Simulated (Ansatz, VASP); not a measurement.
# Two plane-wave programs on ZnSe

```
CELL_PARAMETERS angstrom
0.00000 2.83244 2.83244
2.83244 0.00000 2.83244
2.83244 2.83244 0.00000
ATOMIC_POSITIONS crystal
Zn 0.00000 0.00000 0.00000
Se 0.75000 0.75000 0.75000
```

Alike in both runs: task single point; functional PBEsol; k mesh 4 × 4 × 4; occupations gaussian, width 0.1 eV; no spin polarisation.

|  | VASP | Ansatz |
| --- | --- | --- |
| version | VASP 6.6.1 | Ansatz 0.2.0 |
| potentials or method | VASP PAW PBE potentials, release 64 (Zn, Se), cutoff 500 eV | scalar-relativistic, plane waves, PAW |
| valence electrons in the cell | 18 | 28 |

```csv
,VASP,Ansatz,Ansatz less VASP
gap on the k mesh at the Fermi level (eV),1.16,1.16,-0.003
least direct gap on the mesh (eV),1.16,1.16,-0.003
pressure (GPa),-0.4,-0.7,-0.25
```

VASP's potentials were made for PBE, not for PBEsol. With one functional, cell and mesh, what is left measures potentials, basis and numerics. VASP's potentials hold 18 valence electrons a cell and Ansatz's 28, so a difference there can come from the potentials and not from the codes.

The k mesh is coarse, so the values compare programs but aren't converged.
